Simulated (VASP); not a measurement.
# Si7PdC8 in VASP: a series of runs

Runs on Si7PdC8. Level: PBEsol+U. Tasks: single point.

All numbers are computed with VASP 6.6.1; they aren't measurements. Logs are shortened: lines on timing, memory, paths and dates and some standing lists are left out, and cuts for length are marked.

### 1 The cell of the first run

The typed cell holds 16 atoms: a = 6.163 Å, b = 6.163 Å, c = 6.163 Å, α = 60.00°, β = 60.00°, γ = 60.00°.

### 2 Single point, PBEsol+U, collinear spin

Contents of INCAR:

```
PREC = Accurate ; ENCUT = 520
EDIFF = 1E-6 ; ISMEAR = 0
SIGMA = 0.05 ; LREAL = Auto
LASPH = True ; NELM = 150
ALGO = Normal ; ISIF = 2
LWAVE = False ; LCHARG = False
ISPIN = 2 ; MAGMOM = 1 0 0 0 0 0 0 0 0 0 0 0 0 0 0 0
LORBIT = 11 ; NUPDOWN = 1.0
LMAXMIX = 4 ; LDAU = True
LDAUTYPE = 2 ; LDAUL = 2 -1 -1
LDAUU = 2 0 0 ; LDAUJ = 0 0 0
LDAUPRINT = 1 ; GGA = PS
NBANDS = 53
```

Contents of KPOINTS:

```
Automatic mesh
0
Gamma
  3 3 3
```

Contents of POSCAR:

```
Si7PdC8
1.0
    0.0000000000      4.3580000000      4.3580000000
    4.3580000000      0.0000000000      4.3580000000
    4.3580000000      4.3580000000      0.0000000000
Pd Si C
1 7 8
Direct
    0.9985120068      0.0014817106      0.0001348684
    0.9959776440      0.9993993439      0.5023713880
    0.9960239966      0.5039575895      0.9977614746
    0.9960195893      0.5039464916      0.5023744001
    0.5006153515      0.9994179348      0.9977393167
    0.5005922752      0.9994411165      0.5022896129
    0.5006409381      0.5039571230      0.9977444199
    0.4982886190      0.5017127018      0.5000509255
    0.1331292654      0.1365160330      0.1348897383
    0.1330554484      0.1364773051      0.5957024134
    0.1331867839      0.5970788001      0.1349118402
    0.1239869420      0.6264598039      0.6248269315
    0.5940531588      0.1364707605      0.1347536752
    0.6230374944      0.1274138327      0.6248083382
    0.6230746445      0.6264712122      0.1257393475
    0.6230697129      0.6264859288      0.6248020359
```

Potentials or basis: VASP PAW PBE potentials, release 64 (Pd, Si, C).

The run is started by

```bash
$ cat potpaw_PBE.64/Pd/POTCAR potpaw_PBE.64/Si/POTCAR potpaw_PBE.64/C/POTCAR > POTCAR
$ mpirun -np 1 vasp_std > vasp.out
```

OUTCAR:

```text
PREC = Accurate
   ENCUT = 520
   EDIFF = 1E-6
   ISMEAR = 0
   LREAL = Auto
   LASPH = True
   NELM = 150
   ISIF = 2
   ISPIN = 2
   LORBIT = 11
   NUPDOWN = 1.0
   GGA = PS

 ion  position               nearest neighbor table
   1  0.999  0.001  0.000-  11 2.04   9 2.04  10 2.04  13 2.04   7 3.08   5 3.08   4 3.08   2 3.08
                             3 3.08   6 3.08   6 3.08   3 3.08   2 3.08   4 3.08   5 3.08   7 3.08
   2  0.996  0.999  0.502-  10 1.86   9 1.86  12 1.88  14 1.88   5 3.05   6 3.05   3 3.05   4 3.05
                             1 3.08   8 3.08   8 3.08   1 3.08   4 3.11   3 3.11   6 3.11   5 3.11
   3  0.996  0.504  0.998-   9 1.86  11 1.86  12 1.88  15 1.88   7 3.05   4 3.05   2 3.05   5 3.05
                             1 3.08   8 3.08   8 3.08   1 3.08   5 3.11   2 3.11   4 3.11   7 3.11
   4  0.996  0.504  0.502-  10 1.86  11 1.86  12 1.88  16 1.88   7 3.05   3 3.05   2 3.05   6 3.05
                             1 3.08   8 3.08   8 3.08   1 3.08   6 3.11   2 3.11   3 3.11   7 3.11
   5  0.501  0.999  0.998-   9 1.86  13 1.86  14 1.88  15 1.88   2 3.05   3 3.05   7 3.05   6 3.05
                             1 3.08   8 3.08   8 3.08   1 3.08   6 3.11   7 3.11   3 3.11   2 3.11
   6  0.501  0.999  0.502-  13 1.86  10 1.86  14 1.88  16 1.88   2 3.05   5 3.05   4 3.05   7 3.05
                             1 3.08   8 3.08   8 3.08   1 3.08   7 3.11   4 3.11   5 3.11   2 3.11
   7  0.501  0.504  0.998-  11 1.86  13 1.86  16 1.88  15 1.88   4 3.05   3 3.05   5 3.05   6 3.05
                             1 3.08   8 3.08   8 3.08   1 3.08   6 3.11   5 3.11   3 3.11   4 3.11
   8  0.498  0.502  0.500-  14 1.88  12 1.88  16 1.88  15 1.88   3 3.08   4 3.08   5 3.08   7 3.08
                             2 3.08   6 3.08   6 3.08   2 3.08   7 3.08   5 3.08   4 3.08   3 3.08
   9  0.133  0.137  0.135-   3 1.86   2 1.86   5 1.86   1 2.04
  10  0.133  0.136  0.596-   4 1.86   2 1.86   6 1.86   1 2.04
  11  0.133  0.597  0.135-   3 1.86   7 1.86   4 1.86   1 2.04
  12  0.124  0.626  0.625-   4 1.88   3 1.88   2 1.88   8 1.88
  13  0.594  0.136  0.135-   7 1.86   5 1.86   6 1.86   1 2.04
  14  0.623  0.127  0.625-   5 1.88   6 1.88   2 1.88   8 1.88
  15  0.623  0.626  0.126-   7 1.88   5 1.88   3 1.88   8 1.88
  16  0.623  0.626  0.625-   7 1.88   4 1.88   6 1.88   8 1.88

  LATTYP: Found a face centered cubic cell.
 ALAT       =     8.7160000000

  Lattice vectors:

 A1 = (   0.0000000000,   4.3580000000,   4.3580000000)
 A2 = (   4.3580000000,   0.0000000000,   4.3580000000)
 A3 = (   4.3580000000,   4.3580000000,   0.0000000000)

Analysis of symmetry for initial positions (statically):
=====================================================================
 Subroutine PRICEL returns:
 Original cell was already a primitive cell.

 Routine SETGRP: Setting up the symmetry group for a
 face centered cubic supercell.

 Subroutine GETGRP returns: Found  1 space group operations
 (whereof  1 operations were pure point group operations)
 out of a pool of 48 trial point group operations.

The static configuration has the point symmetry C_1 .

Analysis of symmetry for dynamics (positions and initial velocities):
=====================================================================
 Subroutine PRICEL returns:
 Original cell was already a primitive cell.

 Routine SETGRP: Setting up the symmetry group for a
 face centered cubic supercell.

 Subroutine GETGRP returns: Found  1 space group operations
 (whereof  1 operations were pure point group operations)
 out of a pool of 48 trial point group operations.

The dynamic configuration has the point symmetry C_1 .

Analysis of structural, dynamic, and magnetic symmetry:
=====================================================================
 Subroutine PRICEL returns:
 Original cell was already a primitive cell.

 Routine SETGRP: Setting up the symmetry group for a
 face centered cubic supercell.

 Subroutine GETGRP returns: Found  1 space group operations
 (whereof  1 operations were pure point group operations)
 out of a pool of 48 trial point group operations.

The overall configuration has the point symmetry C_1 .

[... 153 lines left out ...]
  volume of cell :      165.54
 maximum number of plane-waves:      4477
 NGX is ok and might be reduce to    48
   NGX = 23   NGY = 23   NGZ = 23

atom =   1  type =  1  l = 2

 onsite density matrix

spin component  1

  0.8644  0.0001  0.0000 -0.0000 -0.0000
  0.0001  0.8644  0.0000 -0.0000 -0.0000
  0.0000  0.0000  0.9562 -0.0000 -0.0000
 -0.0000 -0.0000 -0.0000  0.8645 -0.0001
 -0.0000 -0.0000 -0.0000 -0.0001  0.9562

spin component  2

  0.8068  0.0003 -0.0000 -0.0001 -0.0000
  0.0003  0.8068  0.0000 -0.0000 -0.0001
 -0.0000  0.0000  0.9499 -0.0001  0.0000
 -0.0001 -0.0000 -0.0001  0.8068 -0.0002
 -0.0000 -0.0001  0.0000 -0.0002  0.9499

 occupancies and eigenvectors

  o =  0.8065  v =  0.0000  0.0000  0.0000  0.0000  0.0000 -0.7266  0.6635 -0.0003 -0.1785  0.0001      0.0000  0.0000  0.0000  0.0000  0.0000  0.0000  0.0000  0.0000  0.0000  0.0000
  o =  0.8068  v =  0.0000  0.0000  0.0000  0.0000  0.0000 -0.0721 -0.3319 -0.0006 -0.9406 -0.0013      0.0000  0.0000  0.0000  0.0000  0.0000  0.0000  0.0000  0.0000  0.0000  0.0000
  o =  0.8071  v =  0.0000  0.0000  0.0000  0.0000  0.0000  0.6833  0.6705 -0.0004 -0.2890 -0.0000      0.0000  0.0000  0.0000  0.0000  0.0000  0.0000  0.0000  0.0000  0.0000  0.0000
  o =  0.8644  v = -0.7434  0.6447 -0.0002 -0.1781  0.0000  0.0000  0.0000  0.0000  0.0000  0.0000      0.0000  0.0000  0.0000  0.0000  0.0000  0.0000  0.0000  0.0000  0.0000  0.0000
  o =  0.8645  v = -0.1071 -0.3775 -0.0004 -0.9198 -0.0009  0.0000  0.0000  0.0000  0.0000  0.0000      0.0000  0.0000  0.0000  0.0000  0.0000  0.0000  0.0000  0.0000  0.0000  0.0000
  o =  0.8645  v =  0.6602  0.6647 -0.0003 -0.3497 -0.0001  0.0000  0.0000  0.0000  0.0000  0.0000      0.0000  0.0000  0.0000  0.0000  0.0000  0.0000  0.0000  0.0000  0.0000  0.0000
  o =  0.9499  v =  0.0000  0.0000  0.0000  0.0000  0.0000 -0.0000  0.0004  0.9622 -0.0004 -0.2724      0.0000  0.0000  0.0000  0.0000  0.0000  0.0000  0.0000  0.0000  0.0000  0.0000
  o =  0.9499  v =  0.0000  0.0000  0.0000  0.0000  0.0000  0.0000  0.0004 -0.2724  0.0014 -0.9622      0.0000  0.0000  0.0000  0.0000  0.0000  0.0000  0.0000  0.0000  0.0000  0.0000
  o =  0.9562  v = -0.0000 -0.0003  0.1879 -0.0010  0.9822  0.0000  0.0000  0.0000  0.0000  0.0000      0.0000  0.0000  0.0000  0.0000  0.0000  0.0000  0.0000  0.0000  0.0000  0.0000
  o =  0.9562  v =  0.0000  0.0003  0.9822 -0.0003 -0.1879  0.0000  0.0000  0.0000  0.0000  0.0000      0.0000  0.0000  0.0000  0.0000  0.0000  0.0000  0.0000  0.0000  0.0000  0.0000

 number of electron      70.0000005 magnetization       1.0000000

 Free energy of the ion-electron system (eV)
  ---------------------------------------------------
  ext. energy  EPLUGINS =         0.00000000
  ---------------------------------------------------
  free energy    TOTEN  =      -121.63819667 eV

  energy without entropy =     -121.63182875  energy(sigma->0) =     -121.63501271

 E-fermi :   8.7891     XC(G=0): -11.7226

 val. band max:        9.3095083155   @ k =   0.0000   0.0000   0.0000
 cond. band min:       8.8095486647   @ k =   0.0000   0.3333   0.0000
 fundamental gap:     -0.4999596508
 Fermi energy:         9.3427936884

 spin component 1

 k-point     1 :       0.0000    0.0000    0.0000
  band No.  band energies     occupation
      1      -7.2076      1.00000
      2      -3.8374      1.00000
      3      -3.8372      1.00000
      4      -3.8370      1.00000
      5      -3.5230      1.00000
      6      -2.3131      1.00000
[... 689 lines left out ...]
     46      15.6197      0.00000
     47      15.8417      0.00000
 Fermi energy:         8.7891048580

 spin component 2

 k-point     1 :       0.0000    0.0000    0.0000
  band No.  band energies     occupation
      1      -7.1445      1.00000
      2      -3.7659      1.00000
      3      -3.7657      1.00000
      4      -3.7654      1.00000
      5      -3.4290      1.00000
      6      -2.2351      1.00000
[... 689 lines left out ...]
     46      15.6871      0.00000
     47      15.8850      0.00000
 [bands above 47 left out]

------------------------ aborting loop because EDIFF is reached ----------------------------------------

  FORCE on cell =-STRESS in cart. coord.  units (eV):
  Direction    XX          YY          ZZ          XY          YZ          ZX
  --------------------------------------------------------------------------------------
  -------------------------------------------------------------------------------------
  Total        7.0745024      7.0719233      7.0581878     -0.0094652     -0.0025032      0.0138676
  in kB       68.4722828     68.4473206     68.3143782     -0.0916115     -0.0242282      0.1342213
  external PRESSURE =      68.4113272 kB  Pullay stress =       0.0000000 kB

 VOLUME and BASIS-vectors are now :
 -----------------------------------------------------------------------------
  energy-cutoff  :      520.00
  volume of cell :      165.54
      direct lattice vectors                 reciprocal lattice vectors
     0.000000000  4.358000000  4.358000000    -0.114731528  0.114731528  0.114731528
     4.358000000  0.000000000  4.358000000     0.114731528 -0.114731528  0.114731528
     4.358000000  4.358000000  0.000000000     0.114731528  0.114731528 -0.114731528

 POSITION                                       TOTAL-FORCE (eV/Angst)
 -----------------------------------------------------------------------------------
      0.00705      4.35210      4.35797        -0.001052     -0.002466      0.001604
      6.54472      6.52981      8.69585         0.000313     -0.000141     -0.044173
      6.54449      8.68892      6.53692         0.002485     -0.046090     -0.000112
      4.38555      6.53000      6.53685         0.044897     -0.003655     -0.000772
      8.70361      6.52983      6.53715        -0.044797      0.001877      0.000021
      6.54454      4.37056      6.53715        -0.001585      0.044143     -0.001378
[... 8 lines left out ...]
      3.27813      3.26333      5.44552         0.000447     -0.012745      0.007226
      5.45311      5.43823      5.44556         0.013636     -0.000130      0.007604
 -----------------------------------------------------------------------------------
    total drift:                                0.001024      0.001749     -0.007104

  FREE ENERGIE OF THE ION-ELECTRON SYSTEM (eV)
  ---------------------------------------------------
  free  energy   TOTEN  =      -121.6381966696 eV

  energy  without entropy=     -121.6318287542  energy(sigma->0) =     -121.63501271

 total charge

# of ion       s       p       d       tot
------------------------------------------
    1        0.618   0.676   8.767  10.061
    2        0.712   0.994   0.000   1.706
    3        0.712   0.994   0.000   1.707
    4        0.712   0.994   0.000   1.707
    5        0.712   0.994   0.000   1.706
    6        0.712   0.994   0.000   1.706
[... 8 lines left out ...]
   15        0.834   1.707   0.000   2.541
   16        0.834   1.707   0.000   2.541
--------------------------------------------------
tot         12.402  20.922   8.767  42.092

 magnetization (x)

# of ion       s       p       d       tot
------------------------------------------
    1        0.011   0.111   0.185   0.307
    2        0.001   0.001   0.000   0.003
    3        0.001   0.001   0.000   0.003
    4        0.001   0.001   0.000   0.003
    5        0.001   0.001   0.000   0.003
    6        0.001   0.001   0.000   0.003
[... 8 lines left out ...]
   15        0.001   0.002   0.000   0.003
   16        0.001   0.002   0.000   0.003
--------------------------------------------------
tot          0.053   0.359   0.185   0.598
```

Run time: 6.5 min. Hardware: 1 thread of AMD EPYC 7R13 (Zen 3), shared host; peak memory 0.46 GiB.

What came out:

* Free energy: -121.6382 eV
* Pressure: 6.8 GPa
* Largest force: 0.366 eV/Å
* Net moment: 1.00 μB per cell
* Site moments: Pd +0.31; Si +0.00; C +0.07, +0.00 (each value once) μB
* Valence electrons inside the program's atomic spheres: Pd 10.06; Si 1.71, 1.68 (each value once); C 2.49, 2.54 (each value once)

Forces in eV/Å, atoms in the order of the input:
```
Pd  -0.001 -0.002  0.002
Si   0.000  0.000 -0.044
Si   0.002 -0.046  0.000
Si   0.045 -0.004 -0.001
Si  -0.045  0.002  0.000
Si  -0.002  0.044 -0.001
Si  -0.001  0.000  0.047
Si  -0.001  0.000  0.002
C   -0.218 -0.200 -0.211
C    0.200  0.218 -0.208
C    0.209 -0.206  0.215
C    0.014 -0.014 -0.006
C   -0.216  0.220  0.198
C    0.000  0.001 -0.007
C    0.000 -0.013  0.007
C    0.014  0.000  0.008
```

Eigenvalues of the final occupation matrices:
```tsv
site	spin	trace	eigenvalues
site 1 d	1	4.51	0.86 0.86 0.86 0.96 0.96
site 1 d	2	4.32	0.81 0.81 0.81 0.95 0.95
```

Caveat: the k points lie up to 0.42 Å⁻¹ apart; the PAW data sets were made with another functional, which shifts forces and pressure a little; the total moment is fixed, so each spin has its own Fermi level; the U is typed as a test and isn't derived for this compound.

### 3 Single point, PBEsol+U, collinear spin

Contents of INCAR:

```
PREC = Accurate
ENCUT = 520
EDIFF = 1E-6
ISMEAR = 0
SIGMA = 0.05
LREAL = Auto
LASPH = True
NELM = 150
ALGO = Normal
ISIF = 2
LWAVE = False
LCHARG = True
ISPIN = 2
MAGMOM = 2 0 0 0 0 0 0 0 0 0 0 0 0 0 0 0
LORBIT = 11
NUPDOWN = 2.0
LMAXMIX = 4
LDAU = True
LDAUTYPE = 2
LDAUL = 2 -1 -1
LDAUU = 2 0 0
LDAUJ = 0 0 0
LDAUPRINT = 1
GGA = PS
LELF = True
LVHAR = True
NBANDS = 53
```

KPOINTS is that of step 2.

POSCAR is that of step 2.

Potentials or basis: VASP PAW PBE potentials, release 64 (Pd, Si, C).

The run is started by

```bash
$ cat potpaw_PBE.64/Pd/POTCAR potpaw_PBE.64/Si/POTCAR potpaw_PBE.64/C/POTCAR > POTCAR
$ mpirun -np 1 vasp_std > vasp.out
```

Wall time 4.5 min (1 thread of AMD EPYC 9R45 (Zen 5), shared host); peak memory 0.45 GiB.

The run converged. Its results:

```yaml
Free_energy: -121.2243 eV
Pressure: 7.0 GPa
Largest_force: 0.497 eV/Å
Net_moment: 2.00 μB per cell
Site_moments: Pd +0.67; Si +0.00; C +0.14, +0.01 (each value once) μB
Valence_electrons_inside_the_program's_atomic_spheres: Pd 10.04; Si 1.71, 1.68 (each value once); C 2.49, 2.54 (each value once)
```

Forces in eV/Å, atoms in the order of the input:
```
Pd  -0.001 -0.003  0.002
Si   0.001  0.000 -0.035
Si   0.002 -0.038  0.000
Si   0.036 -0.003 -0.001
Si  -0.035  0.002  0.001
Si  -0.002  0.033 -0.001
Si  -0.002  0.001  0.038
Si  -0.001  0.001  0.002
C   -0.295 -0.275 -0.288
C    0.275  0.295 -0.283
C    0.286 -0.283  0.292
C    0.022 -0.022 -0.014
C   -0.291  0.296  0.273
C   -0.009  0.009 -0.016
C   -0.008 -0.021  0.016
C    0.022  0.008  0.016
```

Eigenvalues of the final occupation matrices:
```tsv
site	spin	trace	eigenvalues
site 1 d	1	4.61	0.90 0.90 0.90 0.96 0.96
site 1 d	2	4.16	0.75 0.75 0.75 0.95 0.95
```

Caveat: the k points lie up to 0.42 Å⁻¹ apart; the PAW data sets were made with another functional, which shifts forces and pressure a little; the total moment is fixed, so each spin has its own Fermi level; the U is typed as a test and isn't derived for this compound.

[end of part 1 of 2]
